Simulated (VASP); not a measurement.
# GeAs5: relaxation of cell and atoms with PBE

Crystal: GeAs5.

```
CELL_PARAMETERS angstrom
4.17510 0.00000 0.00000
-2.08755 3.61574 0.00000
0.00000 0.00000 10.65068
ATOMIC_POSITIONS crystal
Ge 0.00000 0.00000 0.00000
As 0.00000 0.00000 0.50000
As 0.33333 0.66667 0.00000
As 0.66667 0.33333 0.00000
As 0.00000 0.00000 0.72591
As 0.00000 0.00000 0.27409
```

The cell was generated, and may not be a known phase.

| Property | Result |
| --- | --- |
| Program | VASP 6.6.1 |
| Task | relaxation of cell and atoms |
| Functional | PBE |
| Potentials or basis | VASP PAW PBE potentials, release 64 (Ge_d, As) |
| Cutoff | 600 eV |
| k mesh | 6 × 6 × 2 |
| Occupations | gaussian, width 0.1 eV |
| Spin | no spin polarisation |
| Dipole correction | no |
| Further INCAR settings | ALGO = Normal; EDIFF = 1e-07; IBRION = 2; EDIFFG = -0.04; NSW = 90; ISIF = 3 |

The relaxed volume is 32.96 Å³/atom and the relaxed cell is a = 4.834 Å, b = 4.834 Å, c = 9.770 Å, α = 90.00°, β = 90.00°, γ = 120.00°. The space group after relaxing (to 0.1 Å) is P6/mmm (No. 191) and the energy gained by relaxing is 551.8 meV/atom. The ionic steps are 14. The pressure after relaxing is -0.1 GPa. The largest force after relaxing is 0.006 eV/Å and the band gap on the k mesh is zero (an odd number of electrons rules out a gap without spin polarisation).

Forces in eV/Å, atoms in the order of the input:
```
Ge   0.000  0.000  0.000
As   0.000  0.000  0.000
As   0.000  0.000  0.000
As   0.000  0.000  0.000
As   0.000  0.000 -0.006
As   0.000  0.000  0.006
```

Stress tensor (GPa, compression positive):
```
-0.12  0.00  0.00
 0.00 -0.12  0.00
 0.00  0.00 -0.02
```

Step by step:
| step | energy change (eV) | largest force (eV/Å) | pressure (GPa) | volume (Å³) |
| --- | --- | --- | --- | --- |
| 1 | 0.0000 | 1.1963 | 13.06 | 160.78 |
| 2 | -2.9516 | 1.7842 | -0.38 | 212.60 |
| 3 | -3.1912 | 0.6607 | 0.51 | 197.80 |
| 4 | -3.1946 | 0.7962 | 0.32 | 199.58 |
| 5 | -3.1943 | 0.7366 | 0.40 | 198.80 |
| 6 | -3.2267 | 0.2362 | -0.46 | 200.75 |
| 7 | -3.2282 | 0.1186 | -0.67 | 201.29 |
| 8 | -3.2534 | 0.1492 | -0.61 | 200.73 |
| 9 | -3.3034 | 0.2228 | -0.19 | 198.99 |
| 10 | -3.3040 | 0.1704 | 0.06 | 198.28 |
| 11 | -3.3056 | 0.2027 | -0.06 | 198.62 |
| 12 | -3.3098 | 0.0349 | -0.08 | 198.07 |
| 13 | -3.3099 | 0.0067 | -0.07 | 197.94 |
| 14 | -3.3107 | 0.0061 | -0.09 | 197.75 |

Final structure:
```yaml
crystal:
  lattice:
    - [4.83449, 0.00000, 0.00000]
    - [-2.41725, 4.18679, 0.00000]
    - [0.00000, 0.00000, 9.76960]
  atoms:
    - { symbol: Ge, position: [0.00000, 0.00000, 0.00000] }
    - { symbol: As, position: [0.00000, 0.00000, 0.50000] }
    - { symbol: As, position: [0.33333, 0.66667, 0.00000] }
    - { symbol: As, position: [0.66667, 0.33333, 0.00000] }
    - { symbol: As, position: [0.00000, 0.00000, 0.73637] }
    - { symbol: As, position: [0.00000, 0.00000, 0.26363] }
```

Levels at points of the mesh, in eV from the Fermi level:
```tsv
k point	band 17	band 18	band 19	band 20	band 21	band 22
(0.00, 0.00, 0.00)	-1.50	-1.04	-1.04	-0.08	-0.08	1.33
(0.50, 0.00, 0.00)	-0.39	-0.35	0.31	0.44	0.47	1.49
(0.00, 0.00, 0.50)	-2.02	-1.29	-1.29	0.08	0.50	0.50
(0.50, 0.00, 0.50)	-1.35	-1.03	-0.01	0.01	0.82	0.95
```

Wall time 26 min on 1 thread of Oxide Virtual Turin-like Processor (shared host), peak memory 0.35 GiB.

Caveat: the volume moved by over 15 % at a fixed basis, so the end points are rough; an odd number of electrons without spin polarisation forces a metal; a magnetic or distorted state may lie lower.
